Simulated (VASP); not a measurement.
A run of VASP 6.6.1:

The input INCAR:

```
SYSTEM = BeTe
PREC     = Accurate       ! precision mode
ENCUT    = 520            ! plane-wave cutoff, eV
EDIFF    = 1E-8           ! SCF threshold, eV
ISMEAR   = 0              ! smearing method
SIGMA    = 0.01           ! smearing width, eV
LREAL    = .False.        ! projectors in reciprocal space
LASPH    = .True.         ! aspherical terms in the spheres
NELM     = 60             ! most SCF steps
ALGO     = Normal         ! electronic algorithm
ISIF     = 2              ! what is computed and relaxed
LWAVE    = .False.        ! write WAVECAR
LCHARG   = .False.        ! write CHGCAR
GGA      = PE             ! functional
IBRION   = 8              ! ionic algorithm
NSW      = 1              ! ionic steps
LEPSILON = .True.         ! dielectric tensor by DFPT
```

Contents of KPOINTS:

```
regular mesh
0
Gamma
  8 8 4
  0 0 0
```

The input POSCAR:

```
BeTe
1.0
    3.9119157108      0.0000000000      0.0000000000
    0.0000000000      3.9119157108      0.0000000000
    0.0000000000      0.0000000000      7.4276817454
Be Te
2 2
Direct
    0.0000000000      0.0000000000      0.5000000000
    0.5000000000      0.5000000000      0.5000000000
    0.5000000000      0.0000000000      0.7061118088
    0.0000000000      0.5000000000      0.2938881912
```

Potentials or basis: VASP PAW PBE potentials, release 64 (Be, Te).

Launch:

```sh
$ cat potpaw_PBE.64/Be/POTCAR potpaw_PBE.64/Te/POTCAR > POTCAR
$ mpirun -np 1 vasp_std > vasp.out
```

Hardware: 1 thread of Intel Xeon 8259CL, on a shared host.

**Question.** Estimate the wall time of this run.

**Answer.** Run time: 36 min on 1 thread of Intel Xeon 8259CL, with other jobs on the host, peak memory 0.52 GiB. Counts: scf iterations 193, k points 45.
